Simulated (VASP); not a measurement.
Here is a VASP 6.6.1 calculation.

File INCAR:

```
SYSTEM = Ge
ALGO     = Normal         ! electronic algorithm
EDIFF    = 1E-6           ! SCF threshold, eV
ENCUT    = 520            ! plane-wave cutoff, eV
GGA      = PS             ! functional
ISIF     = 2              ! what is computed and relaxed
ISMEAR   = -1             ! smearing method
LASPH    = .TRUE.         ! aspherical terms in the spheres
LCHARG   = .FALSE.        ! write CHGCAR
LREAL    = Auto         
LWAVE    = .FALSE.        ! write WAVECAR
NBANDS   = 186            ! bands
NELM     = 80             ! most SCF steps
PREC     = Accurate       ! precision mode
SIGMA    = 0.05           ! smearing width, eV
```

KPOINTS

```
Automatic mesh
0
Gamma
  2 2 2
  0.5 0.5 0.5
```

File POSCAR:

```
Ge
1.0
    0.0000000000     -5.8077995759      5.2720733511
    5.0528545991      2.9038997879      5.2720733511
   -5.0528545991      2.9038997879      5.2720733511
Ge
24
Direct
    0.1844247589      0.5260448111      0.9477171467
    0.5389288891      0.8003096943      0.2219766070
    0.9321765981      0.0094416169      0.4065919723
   -0.0664928903      0.7870235518      0.1842539806
    0.4128816680      0.0102127282      0.6179484032
    0.6105285038      0.4061509411      0.9109610341
    0.2019056821      0.8132706602      0.5214447288
    0.5159448861      0.2437566820      0.6799898957
    0.7558694793      0.5562953544      0.1149135659
    0.2701367339      0.6142721477      0.2463870317
    0.6484484127      1.0170886243      0.3389200895
   -0.1324122299      0.2027704929      0.6535766571
    0.4337552900      0.7344180815      0.8562885980
    0.8977320258      0.1520910963     -0.0162335573
    0.2317389555      0.2588737405      0.4120428027
    0.9036101449      0.6631082652      0.5499482704
    0.2038965020      1.0259035616      0.9142298554
    0.5342462040      0.3444705634      0.3247535900
    0.2682387903      0.4956954670      0.5872510403
    0.6496099296      0.9887259666      0.9147458050
   -0.0451877170      0.3343571554      0.2910810240
    0.9336205360      0.7105184201      0.8568042444
    0.3628508243      0.1827896880      0.0780429573
    0.6231498193      0.5737869484      0.5669749574
```

Potentials or basis: VASP PAW PBE potentials, release 64 (Ge_d).

Command:

```console
$ cat potpaw_PBE.64/Ge_d/POTCAR > POTCAR
$ mpirun -np 1 vasp_std > vasp.out
```

(1) Estimate the pressure.

(2) What does it give for the largest force?

(3) Predict the band gap on the k mesh.

## Answers

(1) 5.0 GPa.

(2) 2.598 eV/Å.

(3) zero (bands 168 and 169 overlap by 0.33 eV).

Caveat: the k points lie up to 0.41 Å⁻¹ apart; the atoms stand as in a frame of molecular dynamics; semilocal functionals underestimate gaps, and a narrow one can read as zero; the PAW data sets were made with another functional, which shifts forces and pressure a little.
